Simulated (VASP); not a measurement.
# Ru in VASP: further runs

The runs below take Ru through single point, with PBE+D3(BJ).

All numbers are computed with VASP 6.6.1; they aren't measurements. Logs are shortened: lines on timing, memory, paths and dates and some standing lists are left out, and cuts for length are marked.

## Step 1: The cell of the first run

The cell holds a slab with vacuum, 16 atoms: a = 5.395 Å, b = 5.395 Å, c = 25.149 Å, α = 90.00°, β = 90.00°, γ = 120.00°.

## Step 2: Single point, PBE+D3(BJ)

Contents of INCAR:

```
ALGO = Normal
DIPOL = 0.5 0.5 0.445
EDIFF = 1E-6
ENCUT = 520
GGA = PE
IDIPOL = 3
ISIF = 2
ISMEAR = 0
IVDW = 12
LASPH = T
LCHARG = F
LDIPOL = T
LREAL = Auto
LWAVE = F
NBANDS = 126
NELM = 60
PREC = Accurate
SIGMA = 0.1
```

Contents of KPOINTS:

```
k-points
0
Gamma
  4 4 1
```

Contents of POSCAR:

```
Ru
1.0
    5.3951895485      0.0000000000      0.0000000000
   -2.6975947742      4.6723712072      0.0000000000
    0.0000000000      0.0000000000     25.1494269945
Ru
16
Direct
    0.3333333333      0.1666666667      0.3180986987
    0.3333333333      0.6666666667      0.3180986987
    0.8333333333      0.1666666667      0.3180986987
    0.8333333333      0.6666666667      0.3180986987
    0.1666666667      0.3333333333      0.4029081458
    0.1666666667      0.8333333333      0.4029081458
    0.6666666667      0.3333333333      0.4029081458
    0.6666666667      0.8333333333      0.4029081458
    0.3343688963      0.1687584390      0.4881666409
    0.3343614550      0.6656253084      0.4881683885
    0.8333259052      0.1666625885      0.4872701688
    0.8312120980      0.6656063214      0.4881629624
    0.1707379338      0.3353970966      0.5702777132
    0.1666324877      0.8333354893      0.5745922111
    0.6645642265      0.3353962355      0.5702803866
    0.6645603437      0.8292123462      0.5702769079
```

Potentials or basis: VASP PAW PBE potentials, release 64 (Ru_pv).

Run with:

```bash
$ cat potpaw_PBE.64/Ru_pv/POTCAR > POTCAR
$ mpirun -np 1 vasp_std > vasp.out
```

OUTCAR:

```text
EDIFF = 1E-6
   ENCUT = 520
   GGA = PE
   ISIF = 2
   ISMEAR = 0
   IVDW = 12
   LASPH = T
   LREAL = Auto
   NELM = 60
   PREC = Accurate
 IVDW          = 12

 ion  position               nearest neighbor table
   1  0.333  0.167  0.318-   5 2.64   6 2.64   7 2.64   2 2.70   2 2.70   4 2.70   4 2.70   3 2.70
                             3 2.70
   2  0.333  0.667  0.318-   6 2.64   5 2.64   8 2.64   1 2.70   1 2.70   3 2.70   3 2.70   4 2.70
                             4 2.70
   3  0.833  0.167  0.318-   7 2.64   8 2.64   5 2.64   4 2.70   4 2.70   2 2.70   2 2.70   1 2.70
                             1 2.70
   4  0.833  0.667  0.318-   8 2.64   7 2.64   6 2.64   3 2.70   3 2.70   1 2.70   1 2.70   2 2.70
                             2 2.70
   5  0.167  0.333  0.403-  11 2.63   1 2.64   2 2.64   3 2.64   9 2.65  10 2.65   6 2.70   6 2.70
                             8 2.70   8 2.70   7 2.70   7 2.70
   6  0.167  0.833  0.403-   2 2.64   1 2.64   4 2.64  10 2.66   9 2.66  12 2.66   5 2.70   5 2.70
                             7 2.70   7 2.70   8 2.70   8 2.70
   7  0.667  0.333  0.403-  11 2.63   3 2.64   4 2.64   1 2.64  12 2.65   9 2.65   8 2.70   8 2.70
                             6 2.70   6 2.70   5 2.70   5 2.70
   8  0.667  0.833  0.403-  11 2.63   4 2.64   3 2.64   2 2.64  12 2.65  10 2.65   7 2.70   7 2.70
                             5 2.70   5 2.70   6 2.70   6 2.70
   9  0.334  0.169  0.488-  15 2.58  13 2.58   5 2.65   7 2.65   6 2.66  14 2.68  12 2.68  10 2.68
                            11 2.70  11 2.70  10 2.71  12 2.71
  10  0.334  0.666  0.488-  16 2.58  13 2.58   5 2.65   8 2.65   6 2.66  14 2.68  12 2.68   9 2.68
                            11 2.70  11 2.70   9 2.71  12 2.71
  11  0.833  0.167  0.487-  13 2.62  16 2.62  15 2.62   8 2.63   7 2.63   5 2.63   9 2.70  10 2.70
                            12 2.70  12 2.70  10 2.70   9 2.70
  12  0.831  0.666  0.488-  15 2.58  16 2.58   8 2.65   7 2.65   6 2.66  14 2.68   9 2.68  10 2.68
                            11 2.70  11 2.70  10 2.71   9 2.71
  13  0.171  0.335  0.570-  10 2.58   9 2.58  11 2.62  16 2.66  15 2.66  14 2.70  14 2.70  15 2.73
                            16 2.73
  14  0.167  0.833  0.575-   9 2.68  10 2.68  12 2.68  16 2.70  13 2.70  15 2.70  15 2.70  13 2.70
                            16 2.70
  15  0.665  0.335  0.570-   9 2.58  12 2.58  11 2.62  16 2.66  13 2.66  14 2.70  14 2.70  13 2.73
                            16 2.73
  16  0.665  0.829  0.570-  10 2.58  12 2.58  11 2.62  15 2.66  13 2.66  14 2.70  14 2.70  13 2.73
                            15 2.73

  LATTYP: Found a hexagonal cell.
 ALAT       =     5.3951895485
 C/A-ratio  =     4.6614538319

  Lattice vectors:

 A1 = (   5.3951895485,   0.0000000000,   0.0000000000)
 A2 = (  -2.6975947742,   4.6723712072,   0.0000000000)
 A3 = (   0.0000000000,   0.0000000000,  25.1494269945)

Analysis of symmetry for initial positions (statically):
=====================================================================
 Subroutine PRICEL returns:
 Original cell was already a primitive cell.

[... 156 lines left out ...]
  Fermi-wavevector in a.u.,A,eV,Ry     =   1.157356  2.187085 18.224620  1.339472
  Thomas-Fermi vector in A             =   2.293968
   LORBIT       =      0    0 simple, 1 ext, 2 COOP (PROOUT), +10 PAW based schemes
   GGA     = PE    functional components
   LHFCALC =     F    Hartree Fock is set to
   AEXX    =    0.0000 exact exchange contribution
   IVDW    =    12    specifies the selected vdW correction
   LEPSILON=     F    determine dielectric tensor
   LRPA    =     F    only Hartree local field effects (RPA)
 non-spin polarized calculation
 Gauss-broadening in eV      SIGMA  =   0.10
  energy-cutoff  :      520.00
  volume of cell :      633.98
 maximum number of plane-waves:     17118
   NGX = 21   NGY = 21   NGZ = 93

 dipolmoment           0.000000      0.000000      0.012708 electrons x Angstroem

 number of electron     224.0000024 magnetization

 dipolmoment           0.000000      0.000000     -0.004788 electrons x Angstroem

 Free energy of the ion-electron system (eV)
  ---------------------------------------------------
  ext. energy  EPLUGINS =         0.00000000
  ---------------------------------------------------
  free energy    TOTEN  =      -139.30085327 eV

  energy without entropy =     -139.14735379  energy(sigma->0) =     -139.22410353

 E-fermi :   1.1753     XC(G=0):  -5.6311

 val. band max:        1.1747290059   @ k =   0.0000   0.2500   0.0000
 cond. band min:       1.1823938577   @ k =   0.5000   0.5000   0.0000
 fundamental gap:      0.0076648518
 Fermi energy:         1.1752851391

 k-point     1 :       0.0000    0.0000    0.0000
  band No.  band energies     occupation
      1     -42.5118      2.00000
      2     -42.5118      2.00000
      3     -42.4981      2.00000
      4     -42.4650      2.00000
      5     -42.4394      2.00000
      6     -42.4281      2.00000
[... 1259 lines left out ...]
    123       1.9873      0.00000
    124       2.2079      0.00000
 [bands above 124 left out]

------------------------ aborting loop because EDIFF is reached ----------------------------------------

 vacuum level on the upper side and lower side of the slab       (xc-potential included)        -0.129        -0.098

 Edisp (eV)   -7.36228

 E8    (eV) :    -3.4860

  FORCE on cell =-STRESS in cart. coord.  units (eV):
  Direction    XX          YY          ZZ          XY          YZ          ZX
  --------------------------------------------------------------------------------------
  -------------------------------------------------------------------------------------
  Total     -12.91318   -12.91202    -6.99239     0.00055    -0.00024     0.00737
  in kB     -32.63410   -32.63117   -17.67113     0.00138    -0.00061     0.01862
  external pressure =      -27.65 kB  Pullay stress =        0.00 kB

 VOLUME and BASIS-vectors are now :
 -----------------------------------------------------------------------------
  energy-cutoff  :      520.00
  volume of cell :      633.98
      direct lattice vectors                 reciprocal lattice vectors
     5.395189549  0.000000000  0.000000000     0.185350300  0.107012045  0.000000000
    -2.697594774  4.672371207  0.000000000     0.000000000  0.214024091  0.000000000
     0.000000000  0.000000000 25.149426995     0.000000000  0.000000000  0.039762337

 POSITION                                       TOTAL-FORCE (eV/Angst)
 -----------------------------------------------------------------------------------
      1.34880      0.77873      8.00000        -0.000018     -0.063308      0.578368
     -0.00000      3.11491      8.00000        -0.054753      0.031597      0.578502
      4.04639      0.77873      8.00000         0.000145     -0.000014      0.656664
      2.69759      3.11491      8.00000         0.054860      0.031680      0.578281
      0.00000      1.55746     10.13291         0.066115      0.038359     -0.690347
     -1.34880      3.89364     10.13291        -0.000187      0.000011     -0.486868
[... 8 lines left out ...]
      2.68069      1.56710     14.34222         0.122639     -0.070635      0.081144
      1.34855      3.87439     14.34214         0.000649      0.140872      0.082139
 -----------------------------------------------------------------------------------
    total drift:                               -0.000400      0.000143     -0.008008

  FREE ENERGIE OF THE ION-ELECTRON SYSTEM (eV)
  ---------------------------------------------------
  free  energy   TOTEN  =      -146.6631290087 eV

  energy  without entropy=     -146.5096295293  energy(sigma->0) =     -146.58637927

 vacuum level on the upper side and lower side of the slab         6.068         6.099
```

Run time: 36 min. Hardware: 1 thread of Intel Xeon Platinum 8488C (Sapphire Rapids), shared host; peak memory 0.9 GiB.

What came out:

- Free energy: -146.6631 eV
- Largest force: 1.143 eV/Å
- Band gap on the k mesh: zero (bands 112 and 113 overlap by 1.20 eV)
- Dispersion energy per atom: -0.460 eV

Forces in eV/Å, atoms in the order of the input:
```
Ru   0.000 -0.063  0.578
Ru  -0.055  0.032  0.579
Ru   0.000  0.000  0.657
Ru   0.055  0.032  0.578
Ru   0.066  0.038 -0.690
Ru   0.000  0.000 -0.487
Ru  -0.067  0.038 -0.690
Ru  -0.001 -0.077 -0.690
Ru  -0.001 -0.400  0.218
Ru  -0.346  0.200  0.217
Ru  -0.001  0.000  0.409
Ru   0.346  0.200  0.219
Ru  -0.121 -0.070  0.082
Ru   0.000  0.000 -1.143
Ru   0.123 -0.071  0.081
Ru   0.001  0.141  0.082
```

## Step 3: Single point, PBE+D3(BJ)

This run uses another cell than the first one.

Contents of INCAR:

```
SYSTEM = Ru
ALGO = Normal
DIPOL = 0.5 0.5 0.454
EDIFF = 1E-6
ENCUT = 520
GGA = PE
IDIPOL = 3
ISIF = 2
ISMEAR = 0
IVDW = 12
LASPH = .True.
LCHARG = .False.
LDIPOL = .True.
LREAL = Auto
LWAVE = .False.
NBANDS = 126
NELM = 80
PREC = Accurate
SIGMA = 0.1
```

Contents of KPOINTS:

```
k-points
0
Gamma
  4 4 1
  0 0 0
```

Contents of POSCAR:

```
Ru
1.0
    5.3951895498      0.0000000000      0.0000000000
   -2.6975947749      4.6723712083      0.0000000000
    0.0000000000      0.0000000000     24.6717269960
Ru
16
Direct
    0.3333333333      0.1666666667      0.3242578033
    0.3333333333      0.6666666667      0.3242578033
    0.8333333333      0.1666666667      0.3242578033
    0.8333333333      0.6666666667      0.3242578033
    0.1666666667      0.3333333333      0.4107093516
    0.1666666667      0.8333333333      0.4107093516
    0.6666666667      0.3333333333      0.4107093516
    0.6666666667      0.8333333333      0.4107093516
    0.3334242626      0.1667227931      0.4967358021
    0.3312423665      0.6656263844      0.4976337554
    0.8344008105      0.1687579685      0.4976566363
    0.8344103542      0.6656499820      0.4976523407
    0.1651263495      0.3358321997      0.5813534274
    0.1651179674      0.8293061774      0.5813519062
    0.6708950421      0.3354648946      0.5813632239
    0.6670866863      0.8335402611      0.5856949174
```

Potentials or basis: VASP PAW PBE potentials, release 64 (Ru_pv).

Run with:

```bash
$ cat potpaw_PBE.64/Ru_pv/POTCAR > POTCAR
$ mpirun -np 1 vasp_std > vasp.out
```

Run time: 32 min. Hardware: 1 thread of Intel Xeon Platinum 8488C (Sapphire Rapids), shared host; peak memory 0.9 GiB.

Results (log left out):

| Quantity | Value |
| --- | --- |
| Free energy | -146.6664 eV |
| Largest force | 1.133 eV/Å |
| Band gap on the k mesh | zero (bands 112 and 113 overlap by 1.20 eV) |
| Dispersion energy per atom | -0.460 eV |

Forces on the atoms (eV/Å):
```
Ru  -0.001 -0.001  0.660
Ru   0.053  0.031  0.582
Ru   0.001 -0.064  0.583
Ru  -0.054  0.033  0.583
Ru  -0.066  0.037 -0.685
Ru  -0.001 -0.075 -0.686
Ru   0.067  0.038 -0.684
Ru   0.001  0.001 -0.484
Ru   0.000 -0.001  0.399
Ru   0.352  0.203  0.211
Ru   0.005 -0.392  0.209
Ru  -0.338  0.201  0.210
Ru   0.116 -0.079  0.078
Ru  -0.010  0.140  0.078
Ru  -0.121 -0.070  0.078
Ru  -0.005 -0.003 -1.133
```

Levels at points of the mesh, in eV from the Fermi level:
```
           k point  band 111  band 112  band 113  band 114  band 115  band 116  band 117  band 118
(0.00, 0.00, 0.00)      0.96      0.97      1.02      1.05      1.05      1.17      1.17      1.17
(0.50, 0.00, 0.00)     -0.57     -0.52     -0.09     -0.05     -0.04      0.01      0.01      0.04
(0.00, 0.50, 0.00)     -0.58     -0.52     -0.10     -0.05     -0.04      0.01      0.01      0.04
(0.50, 0.50, 0.00)     -0.58     -0.52     -0.10     -0.05     -0.04      0.01      0.01      0.04
```

## Step 4: Single point, PBE+D3(BJ)

This run uses another cell than the first one.

Contents of INCAR:

```
PREC = Accurate
ENCUT = 520
EDIFF = 1E-7
ISMEAR = 0
SIGMA = 0.1
LREAL = Auto
LASPH = True
NELM = 80
ALGO = Normal
ISIF = 2
LWAVE = False
LCHARG = True
LDIPOL = True
IDIPOL = 3
DIPOL = 0.5 0.5 0.500
GGA = PE
IVDW = 12
LELF = True
LVHAR = True
LVACPOTAV = True
NBANDS = 126
```

Contents of KPOINTS:

```
regular mesh
0
Gamma
  4 4 1
```

Contents of POSCAR:

```
Ru
1.0
    5.3951895498      0.0000000000      0.0000000000
   -2.6975947749      4.6723712083      0.0000000000
    0.0000000000      0.0000000000     22.3987269960
Ru
16
Direct
    0.3333333333      0.1666666667      0.3571631549
    0.3333333333      0.6666666667      0.3571631549
    0.8333333333      0.1666666667      0.3571631549
    0.8333333333      0.6666666667      0.3571631549
    0.1666666667      0.3333333333      0.4523877183
    0.1666666667      0.8333333333      0.4523877183
    0.6666666667      0.3333333333      0.4523877183
    0.6666666667      0.8333333333      0.4523877183
    0.3333333333      0.1666666667      0.5482486493
    0.3333333333      0.6666666667      0.5482486493
    0.8333333333      0.1666666667      0.5482486493
    0.8333333333      0.6666666667      0.5482486493
    0.1666666667      0.3333333333      0.6405127163
    0.1666666667      0.8333333333      0.6405127163
    0.6666666667      0.3333333333      0.6405127163
    0.6666666667      0.8333333333      0.6405127163
```

Run with:

```bash
$ cat potpaw_PBE.64/Ru_pv/POTCAR > POTCAR
$ mpirun -np 1 vasp_std > vasp.out
```

It took 8.5 min on 1 thread of Intel Xeon 6975P-C (Granite Rapids), shared host; peak memory 0.63 GiB.

The run converged. Its results:

| Property | Result |
| --- | --- |
| Free energy | -146.7525 eV |
| Largest force | 0.606 eV/Å |
| Band gap on the k mesh | zero (bands 112 and 113 overlap by 1.24 eV) |
| Dispersion energy per atom | -0.461 eV |

Forces in eV/Å, atoms in the order of the input:
```
Ru   0.000  0.000  0.606
Ru   0.000  0.000  0.606
Ru   0.000  0.000  0.606
Ru   0.000  0.000  0.606
Ru   0.000  0.000 -0.606
Ru   0.000  0.000 -0.606
Ru   0.000  0.000 -0.606
Ru   0.000  0.000 -0.606
Ru   0.000  0.000 -0.020
Ru   0.000  0.000 -0.020
Ru   0.000  0.000 -0.020
Ru   0.000  0.000 -0.020
Ru   0.000  0.000  0.021
Ru   0.000  0.000  0.021
Ru   0.000  0.000  0.021
Ru   0.000  0.000  0.021
```

Levels at points of the mesh, in eV from the Fermi level:
| k point | band 107 | band 108 | band 109 | band 110 | band 111 | band 112 | band 113 | band 114 | band 115 | band 116 |
| --- | --- | --- | --- | --- | --- | --- | --- | --- | --- | --- |
| (0.00, 0.00, 0.00) | 0.15 | 0.17 | 0.17 | 0.17 | 0.98 | 0.98 | 1.05 | 1.05 | 1.05 | 1.13 |
| (0.50, 0.00, 0.00) | -0.72 | -0.72 | -0.62 | -0.62 | -0.59 | -0.59 | -0.08 | -0.08 | -0.01 | -0.01 |

## Step 5: Summary

```tsv
cell	gap on the mesh (eV)	largest force (eV/Å)
a = 5.395, b = 5.395, c = 25.149 Å, angles 90.0, 90.0, 120.0°, 16 atoms, atomic positions A	none	1.14
a = 5.395, b = 5.395, c = 24.672 Å, angles 90.0, 90.0, 120.0°, 16 atoms, atomic positions B	none	1.13
a = 5.395, b = 5.395, c = 22.399 Å, angles 90.0, 90.0, 120.0°, 16 atoms, atomic positions C	none	0.61
```

Alike in all rows: task single point; level PBE+D3(BJ); potentials or basis VASP PAW PBE potentials, release 64 (Ru_pv); no spin polarisation; k mesh 4 × 4 × 1; cutoff (eV) 520; smearing gaussian 0.1 eV.

Total energies depend on the potentials used, so only differences within one code and one set of settings carry meaning.

The gap in the log of VASP goes by the Fermi energy; the results here count the filled bands.